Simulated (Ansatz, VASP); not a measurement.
**Al in VASP and in Ansatz**

```xyz
1
Lattice="-1.5912 1.5912 1.5912 1.5912 -1.5912 1.5912 1.5912 1.5912 -1.5912" Properties=species:S:1:pos:R:3 pbc="T T T"
Al    0.0000    0.0000    0.0000
```

Alike in both runs: functional LDA; k mesh 12 × 12 × 12; occupations fermi-dirac, width 0.05 eV; no spin polarisation.

```csv
,VASP,Ansatz
version,VASP 6.6.1,Ansatz 0.2.0
potentials or method,"VASP PAW LDA potentials, release 64 (Al)",Ansatz PAW
plane-wave cutoff (eV),520,420
valence electrons in the cell,3,3
task,single point,band structure
```

|  | VASP | Ansatz | Ansatz less VASP |
| --- | --- | --- | --- |
| gap on the k mesh at the Fermi level (eV) | none | none | - |
| pressure (GPa) | 0.6 | 0.5 | -0.08 |

LDA's correlation is that of Perdew and Zunger in VASP and of Perdew and Wang (1992) in Ansatz. A gap of «none» marks a metal or a gap that the smearing closes.
